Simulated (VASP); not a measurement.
A run of VASP 6.6.1 is set up as follows.

Contents of INCAR:

```
SYSTEM = InSb3
PREC = Accurate
ENCUT = 520
EDIFF = 1E-7
ISMEAR = -1
SIGMA = 0.05
LREAL = .False.
LASPH = .True.
NELM = 60
ALGO = Normal
ISIF = 2
LWAVE = .False.
LCHARG = .True.
GGA = PS
LELF = .True.
LVHAR = .True.
NBANDS = 22
```

The input KPOINTS:

```
Automatic mesh
0
Gamma
  6 6 6
  0 0 0
```

Contents of POSCAR:

```
InSb3
1.0
    4.7265688395      0.0000000000      0.0000000000
    0.0000000000      4.7265688395      0.0000000000
    0.0000000000      0.0000000000      4.7265688395
Sb In
3 1
Direct
    0.5000000000      0.5000000000      0.0000000000
    0.0000000000      0.5000000000      0.5000000000
    0.5000000000      0.0000000000      0.5000000000
    0.0000000000      0.0000000000      0.0000000000
```

Potentials or basis: VASP PAW PBE potentials, release 64 (Sb, In_d).

Run with:

```bash
$ cat potpaw_PBE.64/Sb/POTCAR potpaw_PBE.64/In_d/POTCAR > POTCAR
$ mpirun -np 1 vasp_std > vasp.out
```

What does it give for the pressure?

0.0 GPa.

What does it give for the band gap on the k mesh?

Zero (band 14 reaches 12.06 eV, above the bottom of band 15 at 7.13 eV).

Caveat: the PAW data sets were made with another functional, which shifts forces and pressure a little; spin-orbit coupling is left out, which moves the levels of the heavy elements.
